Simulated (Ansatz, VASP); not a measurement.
## Two plane-wave programs on Fe2Co

```
Fe Co
1.0
     0.00000    4.76336    4.76336
     4.76336    0.00000    4.76336
     4.76336    4.76336    0.00000
Fe Co
4 2
Direct
  0.62500 0.62500 0.62500
  0.12500 0.62500 0.62500
  0.62500 0.62500 0.12500
  0.62500 0.12500 0.62500
  0.50000 0.50000 0.50000
  0.75000 0.75000 0.75000
```

Alike in both runs: functional PBE; k mesh 4 × 4 × 4; occupations gaussian, width 0.1 eV; no spin polarisation.

Ansatz relaxed the structure, and its values are those at the end. VASP's run is a single point on that final structure, the one shown.

|  | VASP | Ansatz |
| --- | --- | --- |
| version | VASP 6.6.1 | Ansatz 0.2.0 |
| potentials or method | VASP PAW PBE potentials, release 64 (Fe, Co), cutoff 520 eV | scalar-relativistic, plane waves, PAW |
| valence electrons in the cell | 50 | 98 |

VASP gave:

- gap on the k mesh at the Fermi level (eV): none
- pressure (GPa): -0.2

**Question.** Estimate Ansatz's values.

**Answer.** gap on the k mesh at the Fermi level (eV): none; pressure (GPa): 0.1.

A gap of «none» marks a metal or a gap that the smearing closes. With one functional, cell and mesh, what is left measures potentials, basis and numerics. VASP's potentials hold 50 valence electrons a cell and Ansatz's 98, so a difference there can come from the potentials and not from the codes.
